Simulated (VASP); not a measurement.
Crystal: Cu2W.

```
Cu W
1.0
     4.47138    0.00000    0.00000
     0.00000    4.47138    0.00000
     0.00000    0.00000    4.47138
Cu W
4 2
Direct
  0.25000 0.75000 0.25000
  0.75000 0.25000 0.25000
  0.25000 0.25000 0.75000
  0.75000 0.75000 0.75000
  0.00000 0.00000 0.00000
  0.50000 0.50000 0.50000
```

- Program: VASP 6.6.1
- Task: relaxation of cell and atoms
- Functional: PBE
- Potentials or basis: VASP PAW PBE potentials, release 64 (Cu, W_sv)
- Cutoff: 600 eV
- k mesh: 4 × 4 × 4
- Occupations: gaussian, width 0.1 eV
- Spin: no spin polarisation

At the start: pressure 106.9 GPa; volume 14.90 Å³/atom.

Question: Where does the relaxation end?

Answer: Over 5 steps the energy falls by 2376.1 meV/atom and the volume is 27.32 Å³/atom (+83.3 %); space group Pn-3m (No. 224, to 0.05 Å).

Step by step:
| step | energy change (eV) | largest force (eV/Å) | pressure (GPa) | volume (Å³) |
| --- | --- | --- | --- | --- |
| 1 | 0.0000 | 0.0000 | 106.94 | 89.40 |
| 2 | -9.3197 | 0.0000 | -9.11 | 289.68 |
| 3 | -14.2505 | 0.0000 | -0.77 | 167.64 |
| 4 | -14.2563 | 0.0000 | -0.27 | 165.74 |
| 5 | -14.2564 | 0.0000 | 0.23 | 163.90 |

Final structure:
```yaml
crystal:
  lattice:
    - [5.47258, 0.00000, 0.00000]
    - [0.00000, 5.47258, 0.00000]
    - [0.00000, 0.00000, 5.47258]
  atoms:
    - { symbol: Cu, position: [0.25000, 0.75000, 0.25000] }
    - { symbol: Cu, position: [0.75000, 0.25000, 0.25000] }
    - { symbol: Cu, position: [0.25000, 0.25000, 0.75000] }
    - { symbol: Cu, position: [0.75000, 0.75000, 0.75000] }
    - { symbol: W, position: [0.00000, 0.00000, 0.00000] }
    - { symbol: W, position: [0.50000, 0.50000, 0.50000] }
```

Caveat: the volume moved by over 15 % at a fixed basis, so the end points are rough.
